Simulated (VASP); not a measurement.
# HPt16 in VASP: a series of runs

The runs below take HPt16 through single point, with PBE.

Everything below comes from runs of VASP 6.6.1. Logs are shortened: lines on timing, memory, paths and dates and some standing lists are left out, and cuts for length are marked.

## Step 1: The cell of the first run

The cell holds a slab with vacuum, 17 atoms: a = 5.549 Å, b = 5.549 Å, c = 19.797 Å, α = 90.00°, β = 90.00°, γ = 60.00°.

## Step 2: Single point, PBE

File INCAR:

```
ALGO = Normal ; EDIFF = 1E-6
ENCUT = 400 ; GGA = PE
GGA_COMPAT = F ; ISIF = 2
ISMEAR = 0 ; LASPH = T
LCHARG = F ; LREAL = F
LWAVE = F ; NBANDS = 94
NELM = 120 ; NELMDL = -8
PREC = Accurate ; SIGMA = 0.1
```

File KPOINTS:

```
k-points
0
Gamma
  6 6 1
```

File POSCAR:

```
HPt16
1.0
    5.5493740200      0.0000000000      0.0000000000
    2.7746870100      4.8058988800      0.0000000000
    0.0000000000      0.0000000000     19.7965673700
Pt H
16 1
Direct
    0.0000000000      0.0000000000      0.3283397510
    0.5000000000      0.0000000000      0.3283397510
    0.0000000000      0.5000000000      0.3283397510
    0.5000000000      0.5000000000      0.3283397510
    0.1666666667      0.1666666667      0.4427799170
    0.6666666667      0.1666666667      0.4427799170
    0.1666666667      0.6666666667      0.4427799170
    0.6666666667      0.6666666667      0.4427799170
    0.8333333333      0.3333333333      0.5572200830
    0.3333333333      0.3333333333      0.5572200830
    0.8333333333      0.8333333333      0.5572200830
    0.3333333333      0.8333333333      0.5572200830
    0.0000000000      0.0000000000      0.6716602490
    0.5000000000      0.0000000000      0.6716602490
    0.0000000000      0.5000000000      0.6716602490
    0.5000000000      0.5000000000      0.6716602490
    0.3333333333      0.3333333333      0.7145969857
```

Potentials or basis: VASP PAW PBE potentials, release 64 (Pt, H).

Launch:

```
cat potpaw_PBE.64/Pt/POTCAR potpaw_PBE.64/H/POTCAR > POTCAR
mpirun -np 1 vasp_std > vasp.out
```

OUTCAR:

```text
EDIFF = 1E-6
   ENCUT = 400
   GGA = PE
   ISIF = 2
   ISMEAR = 0
   LASPH = T
   LREAL = F
   NELM = 120
   NELMDL = -8
   PREC = Accurate

 ion  position               nearest neighbor table
   1  0.000  0.000  0.328-   6 2.77   5 2.77   7 2.77   2 2.77   2 2.77   3 2.77   4 2.77   3 2.77
                             4 2.77
   2  0.500  0.000  0.328-   5 2.77   6 2.77   8 2.77   1 2.77   1 2.77   3 2.77   4 2.77   4 2.77
                             3 2.77
   3  0.000  0.500  0.328-   8 2.77   7 2.77   5 2.77   4 2.77   4 2.77   1 2.77   2 2.77   2 2.77
                             1 2.77
   4  0.500  0.500  0.328-   7 2.77   8 2.77   6 2.77   3 2.77   3 2.77   1 2.77   2 2.77   1 2.77
                             2 2.77
   5  0.167  0.167  0.443-  10 2.77   2 2.77   9 2.77   1 2.77   3 2.77   6 2.77   6 2.77  12 2.77
                             7 2.77   8 2.77   7 2.77   8 2.77
   6  0.667  0.167  0.443-   9 2.77   1 2.77  10 2.77   2 2.77   4 2.77   5 2.77   5 2.77  11 2.77
                             7 2.77   8 2.77   8 2.77   7 2.77
   7  0.167  0.667  0.443-  12 2.77   4 2.77  11 2.77   3 2.77   1 2.77   8 2.77   8 2.77  10 2.77
                             5 2.77   6 2.77   6 2.77   5 2.77
   8  0.667  0.667  0.443-  11 2.77   3 2.77  12 2.77   4 2.77   2 2.77   7 2.77   7 2.77   9 2.77
                             5 2.77   6 2.77   5 2.77   6 2.77
   9  0.833  0.333  0.557-   6 2.77  16 2.77   5 2.77  15 2.77  13 2.77  10 2.77  10 2.77   8 2.77
                            11 2.77  12 2.77  11 2.77  12 2.77
  10  0.333  0.333  0.557-   5 2.77  15 2.77   6 2.77  16 2.77  14 2.77   9 2.77   9 2.77   7 2.77
                            11 2.77  12 2.77  12 2.77  11 2.77
  11  0.833  0.833  0.557-   8 2.77  14 2.77   7 2.77  13 2.77  15 2.77  12 2.77  12 2.77   6 2.77
                             9 2.77  10 2.77  10 2.77   9 2.77
  12  0.333  0.833  0.557-   7 2.77  13 2.77   8 2.77  14 2.77  16 2.77  11 2.77  11 2.77   5 2.77
                             9 2.77  10 2.77   9 2.77  10 2.77
  13  0.000  0.000  0.672-  12 2.77  11 2.77   9 2.77  14 2.77  14 2.77  15 2.77  16 2.77  15 2.77
                            16 2.77
  14  0.500  0.000  0.672-  17 1.81  11 2.77  12 2.77  10 2.77  13 2.77  13 2.77  15 2.77  16 2.77
                            16 2.77  15 2.77
  15  0.000  0.500  0.672-  17 1.81  10 2.77   9 2.77  11 2.77  16 2.77  16 2.77  13 2.77  14 2.77
                            14 2.77  13 2.77
  16  0.500  0.500  0.672-  17 1.81   9 2.77  10 2.77  12 2.77  15 2.77  15 2.77  13 2.77  14 2.77
                            13 2.77  14 2.77
  17  0.333  0.333  0.715-  15 1.81  16 1.81  14 1.81

  LATTYP: Found a hexagonal cell.
 ALAT       =     5.5493740231
 C/A-ratio  =     3.5673514324

  Lattice vectors:

 A1 = (  -2.7746870100,  -4.8058988800,   0.0000000000)
 A2 = (   5.5493740200,   0.0000000000,   0.0000000000)
 A3 = (   0.0000000000,   0.0000000000,  19.7965673700)

Analysis of symmetry for initial positions (statically):
=====================================================================
 Subroutine PRICEL returns:
 Original cell was already a primitive cell.

 Routine SETGRP: Setting up the symmetry group for a
 hexagonal supercell.

 Subroutine GETGRP returns: Found  6 space group operations
 (whereof  6 operations were pure point group operations)
 out of a pool of 24 trial point group operations.

The static configuration has the point symmetry C_3v.

Analysis of symmetry for dynamics (positions and initial velocities):
=====================================================================
 Subroutine PRICEL returns:
 Original cell was already a primitive cell.

 Routine SETGRP: Setting up the symmetry group for a
 hexagonal supercell.

 Subroutine GETGRP returns: Found  6 space group operations
 (whereof  6 operations were pure point group operations)
 out of a pool of 24 trial point group operations.

The dynamic configuration has the point symmetry C_3v.

 Subroutine INISYM returns: Found  6 space group operations
 (whereof  6 operations are pure point group operations),
 and found     1 'primitive' translations

----------------------------------------------------------------------------------------

                                     Primitive cell

  volume of cell :     527.9691

  direct lattice vectors                    reciprocal lattice vectors
     5.549374020  0.000000000  0.000000000     0.180200505 -0.104038810  0.000000000
     2.774687010  4.805898880  0.000000000     0.000000000  0.208077620  0.000000000
     0.000000000  0.000000000 19.796567370     0.000000000  0.000000000  0.050513808

  length of vectors
     5.549374020  5.549374023 19.796567370     0.208077620  0.208077620  0.050513808

  position of ions in fractional coordinates (direct lattice)
     0.000000000  0.000000000  0.328339751
     0.500000000  0.000000000  0.328339751
     0.000000000  0.500000000  0.328339751
     0.500000000  0.500000000  0.328339751
     0.166666667  0.166666667  0.442779917
     0.666666667  0.166666667  0.442779917
[... 9 lines left out ...]
     0.500000000  0.500000000  0.671660249
     0.333333333  0.333333333  0.714596986

  ion indices of the primitive-cell ions
   primitive index   ion index
                 1           1
                 2           2
                 3           3
                 4           4
                 5           5
                 6           6
[... 9 lines left out ...]
                16          16
                17          17

----------------------------------------------------------------------------------------

 KPOINTS: k-points

Automatic generation of k-mesh.
 Grid dimensions read from file:
 generate k-points for:    6    6    1

 Generating k-lattice:

  Cartesian coordinates                     Fractional coordinates (reciprocal lattice)
     0.030033417 -0.017339802  0.000000000     0.166666667  0.000000000  0.000000000
     0.000000000  0.034679603  0.000000000     0.000000000  0.166666667  0.000000000
     0.000000000  0.000000000  0.050513808     0.000000000  0.000000000  1.000000000

  Length of vectors
     0.034679603  0.034679603  0.050513808

  Shift w.r.t. Gamma in fractional coordinates (k-lattice)
     0.000000000  0.000000000  0.000000000

 Subroutine IBZKPT returns following result:
 ===========================================

 Found      7 irreducible k-points:

 Following reciprocal coordinates:
            Coordinates               Weight
  0.000000  0.000000  0.000000      1.000000
  0.166667 -0.000000  0.000000      6.000000
  0.333333 -0.000000  0.000000      6.000000
  0.500000  0.000000  0.000000      3.000000
  0.333333  0.166667  0.000000      6.000000
  0.500000  0.166667  0.000000     12.000000
 -0.333333  0.333333  0.000000      2.000000
   k-points           NKPTS =      7   k-points in BZ     NKDIM =      7   number of bands    NBANDS=     94
   number of dos      NEDOS =    301   number of ions     NIONS =     17
   total plane-waves  NPLWV = 181440
   dimension x,y,z NGX =    36 NGY =   36 NGZ =  140
   dimension x,y,z NGXF=    72 NGYF=   72 NGZF=  280
   ions per type =              16   1
   NGX,Y,Z   is equivalent  to a cutoff of  10.78, 10.78, 11.76 a.u.
   NGXF,Y,Z  is equivalent  to a cutoff of  21.57, 21.57, 23.51 a.u.
 SYSTEM =  unknown system
   PREC   = accura    normal or accurate (medium, high low for compatibility)
   ISTART =      0    job   : 0-new  1-cont  2-samecut
   ICHARG =      2    charge: 1-file 2-atom 10-const
   ISPIN  =      1    spin polarized calculation?
   LNONCOLLINEAR =      F non collinear calculations
   LSORBIT =      F    spin-orbit coupling
   LASPH  =      T    aspherical Exc in radial PAW
   ENCUT  =  400.0 eV  29.40 Ry    5.42 a.u.   9.05  9.05 32.28*2*pi/ulx,y,z
   NELM   =    120;   NELMIN=  2; NELMDL= -8     # of ELM steps
   EDIFF  = 0.1E-05   stopping-criterion for ELM
   LREAL  =      F    real-space projection
   EDIFFG = 0.1E-04   stopping-criterion for IOM
   NSW    =      0    number of steps for IOM
   IBRION =     -1    ionic relax: 0-MD 1-quasi-New 2-CG
   NFREE  =      0    steps in history (QN), initial steepest desc. (CG)
   ISIF   =      2    stress and relaxation
   ISYM   =      2    0-nonsym 1-usesym 2-fastsym
   POTIM  = 0.5000    time-step for ionic-motion
   TEBEG  =    0.0;   TEEND  =   0.0 temperature during run
   PSTRESS=    0.0 pullay stress
   NELECT =     161.0000    total number of electrons
   NUPDOWN=      -1.0000    fix difference up-down
   EMIN   =  10.00;   EMAX   =-10.00  energy-range for DOS
   EFERMI =   0.00;   METHOD = LEGACY
   ISMEAR =     0;   SIGMA  =   0.10  broadening in eV -4-tet -1-fermi 0-gaus
   EFERMI_NEDOS =   21; number of points for ismear=-14 and -15
   IALGO  =     38    algorithm
   IMIX   =      4    mixing-type and parameters
     AMIX     =   0.40;   BMIX     =  1.00
     AMIX_MAG =   1.60;   BMIX_MAG =  1.00
  volume/ion in A,a.u.               =      31.06       209.58
  Fermi-wavevector in a.u.,A,eV,Ry     =   1.101913  2.082314 16.520359  1.214212
  Thomas-Fermi vector in A             =   2.238348
   LORBIT       =      0    0 simple, 1 ext, 2 COOP (PROOUT), +10 PAW based schemes
   GGA     = PE    functional components
   LHFCALC =     F    Hartree Fock is set to
   AEXX    =    0.0000 exact exchange contribution
   IVDW    =     0    specifies the selected vdW correction
   LEPSILON=     F    determine dielectric tensor
   LRPA    =     F    only Hartree local field effects (RPA)
 non-spin polarized calculation
 Gauss-broadening in eV      SIGMA  =   0.10
  energy-cutoff  :      400.00
  volume of cell :      527.97
 maximum number of plane-waves:      9645
   NGX = 19   NGY = 19   NGZ = 65

 number of electron     161.0000010 magnetization

 Free energy of the ion-electron system (eV)
  ---------------------------------------------------
  ext. energy  EPLUGINS =         0.00000000
  ---------------------------------------------------
  free energy    TOTEN  =       -96.60676672 eV

  energy without entropy =      -96.47836023  energy(sigma->0) =      -96.54256347

 E-fermi :   2.1067     XC(G=0):  -7.1087

 val. band max:        2.0915514030   @ k =   0.3333  -0.0000   0.0000
 cond. band min:       2.1094554377   @ k =   0.3333  -0.0000   0.0000
 fundamental gap:      0.0179040347
 Fermi energy:         2.1066910392

 k-point     1 :       0.0000    0.0000    0.0000
  band No.  band energies     occupation
      1      -7.6512      2.00000
      2      -6.7772      2.00000
      3      -5.7679      2.00000
      4      -4.9858      2.00000
      5      -4.7590      2.00000
      6      -4.7464      2.00000
[... 84 lines left out ...]
     91       4.4523      0.00000
     92       4.8132      0.00000

 k-point     2 :       0.1667   -0.0000    0.0000
  band No.  band energies     occupation
      1      -7.4143      2.00000
      2      -6.5763      2.00000
      3      -5.5641      2.00000
      4      -4.7579      2.00000
      5      -4.7510      2.00000
      6      -4.5831      2.00000
[... 464 lines left out ...]
     91       4.9529      0.00000
     92       5.5446      0.00000

 k-point     7 :      -0.3333    0.3333    0.0000
  band No.  band energies     occupation
      1      -5.8971      2.00000
      2      -5.1322      2.00000
      3      -5.1149      2.00000
      4      -4.9878      2.00000
      5      -4.2291      2.00000
      6      -4.1803      2.00000
[... 84 lines left out ...]
     91       4.9717      0.00000
     92       5.0227      0.00000
 [bands above 92 left out]

------------------------ aborting loop because EDIFF is reached ----------------------------------------

  FORCE on cell =-STRESS in cart. coord.  units (eV):
  Direction    XX          YY          ZZ          XY          YZ          ZX
  --------------------------------------------------------------------------------------
  -------------------------------------------------------------------------------------
  Total       -2.5993352     -2.5993352     11.8601964     -0.0000000      0.0000000     -0.0000000
  in kB       -7.8879537     -7.8879538     35.9910025     -0.0000000      0.0000000     -0.0000000
  external PRESSURE =       6.7383650 kB  Pullay stress =       0.0000000 kB

 VOLUME and BASIS-vectors are now :
 -----------------------------------------------------------------------------
  energy-cutoff  :      400.00
  volume of cell :      527.97
      direct lattice vectors                 reciprocal lattice vectors
     5.549374020  0.000000000  0.000000000     0.180200505 -0.104038810  0.000000000
     2.774687010  4.805898880  0.000000000     0.000000000  0.208077620  0.000000000
     0.000000000  0.000000000 19.796567370     0.000000000  0.000000000  0.050513808

 POSITION                                       TOTAL-FORCE (eV/Angst)
 -----------------------------------------------------------------------------------
      0.00000      0.00000      6.50000         0.000000      0.000000     -0.430373
      2.77469      0.00000      6.50000         0.000000     -0.019568     -0.434047
      1.38734      2.40295      6.50000        -0.016946      0.009784     -0.434047
      4.16203      2.40295      6.50000         0.016946      0.009784     -0.434047
      1.38734      0.80098      8.76552         0.021193      0.012236      0.142454
      4.16203      0.80098      8.76552        -0.021193      0.012236      0.142454
[... 9 lines left out ...]
      4.16203      2.40295     13.29657         0.592025      0.341806      0.566509
      2.77469      1.60197     14.14657        -0.000000     -0.000000      0.489917
 -----------------------------------------------------------------------------------
    total drift:                               -0.000000     -0.000000      0.000035

  FREE ENERGIE OF THE ION-ELECTRON SYSTEM (eV)
  ---------------------------------------------------
  free  energy   TOTEN  =       -96.6067667172 eV

  energy  without entropy=      -96.4783602327  energy(sigma->0) =      -96.54256347
```

Run time: 21 min. Hardware: 1 thread of Oxide Virtual Turin-like, shared host; peak memory 0.5 GiB.

Results:

- Free energy: -96.6068 eV
- Largest force: 0.888 eV/Å
- Band gap on the k mesh: zero (an odd number of electrons rules out a gap without spin polarisation)

Forces in eV/Å, atoms in the order of the input:
```
Pt   0.000  0.000 -0.430
Pt   0.000 -0.020 -0.434
Pt  -0.017  0.010 -0.434
Pt   0.017  0.010 -0.434
Pt   0.021  0.012  0.142
Pt  -0.021  0.012  0.142
Pt   0.000 -0.024  0.142
Pt   0.000  0.000  0.251
Pt   0.000 -0.009 -0.273
Pt   0.000  0.000 -0.511
Pt   0.008  0.005 -0.273
Pt  -0.008  0.005 -0.273
Pt   0.000  0.000  0.195
Pt   0.000 -0.684  0.567
Pt  -0.592  0.342  0.567
Pt   0.592  0.342  0.567
H    0.000  0.000  0.490
```

Levels at points of the mesh, in eV from the Fermi level:
| k point | band 77 | band 78 | band 79 | band 80 | band 81 | band 82 | band 83 | band 84 |
| --- | --- | --- | --- | --- | --- | --- | --- | --- |
| (0.00, 0.00, 0.00) | 0.25 | 0.25 | 0.26 | 0.39 | 0.44 | 0.44 | 0.58 | 0.58 |
| (0.50, 0.00, 0.00) | -0.40 | -0.37 | 0.02 | 0.02 | 0.02 | 0.05 | 0.09 | 0.24 |

Caveat: there is no dipole correction, which matters where the two faces differ; spin-orbit coupling is left out, which moves the levels of the heavy elements.

## Step 3: Single point, PBE

File INCAR:

```
SYSTEM = HPt16
ALGO = Normal
EDIFF = 1E-6
ENCUT = 400
GGA = PE
GGA_COMPAT = .FALSE.
ISIF = 2
ISMEAR = 0
LASPH = .TRUE.
LCHARG = .FALSE.
LREAL = .FALSE.
LWAVE = .FALSE.
NBANDS = 94
NELM = 120
NELMDL = -8
PREC = Accurate
SIGMA = 0.1
```

File KPOINTS:

```
k-points
0
G
  6 6 1
  0 0 0
```

POSCAR: that of step 2 with these lines changed.

```diff
@@ -24,2 +24,2 @@
     0.5000000000      0.5000000000      0.6716602490
-    0.3333333333      0.3333333333      0.7145969857
+    0.3333333333      0.3333333333      0.7246997473
```

Potentials or basis: VASP PAW PBE potentials, release 64 (Pt, H).

Launch:

```
cat potpaw_PBE.64/Pt/POTCAR potpaw_PBE.64/H/POTCAR > POTCAR
mpirun -np 1 vasp_std > vasp.out
```

Wall time 22 min (1 thread of Oxide Virtual Turin-like, shared host); peak memory 0.49 GiB.

It converged, with:

| Property | Result |
| --- | --- |
| Free energy | -96.6080 eV |
| Largest force | 0.858 eV/Å |
| Band gap on the k mesh | zero (an odd number of electrons rules out a gap without spin polarisation) |

Forces in eV/Å, atoms in the order of the input:
```
Pt   0.000  0.000 -0.417
Pt   0.000 -0.027 -0.440
Pt  -0.024  0.014 -0.440
Pt   0.024  0.014 -0.440
Pt   0.029  0.017  0.135
Pt  -0.029  0.017  0.135
Pt   0.000 -0.034  0.135
Pt   0.000  0.000  0.267
Pt   0.000  0.018 -0.233
Pt   0.000  0.000 -0.455
Pt  -0.016 -0.009 -0.233
Pt   0.016 -0.009 -0.233
Pt   0.000  0.000  0.173
Pt   0.000 -0.186  0.837
Pt  -0.161  0.093  0.837
Pt   0.161  0.093  0.837
H    0.000  0.000 -0.464
```

Levels at points of the mesh, in eV from the Fermi level:
| k point | band 76 | band 77 | band 78 | band 79 | band 80 | band 81 | band 82 | band 83 | band 84 | band 85 |
| --- | --- | --- | --- | --- | --- | --- | --- | --- | --- | --- |
| (0.00, 0.00, 0.00) | 0.17 | 0.25 | 0.25 | 0.26 | 0.41 | 0.46 | 0.46 | 0.58 | 0.58 | 0.58 |
| (0.50, 0.00, 0.00) | -0.55 | -0.42 | -0.37 | 0.02 | 0.02 | 0.02 | 0.05 | 0.05 | 0.24 | 0.30 |

Caveat: there is no dipole correction, which matters where the two faces differ; spin-orbit coupling is left out, which moves the levels of the heavy elements.
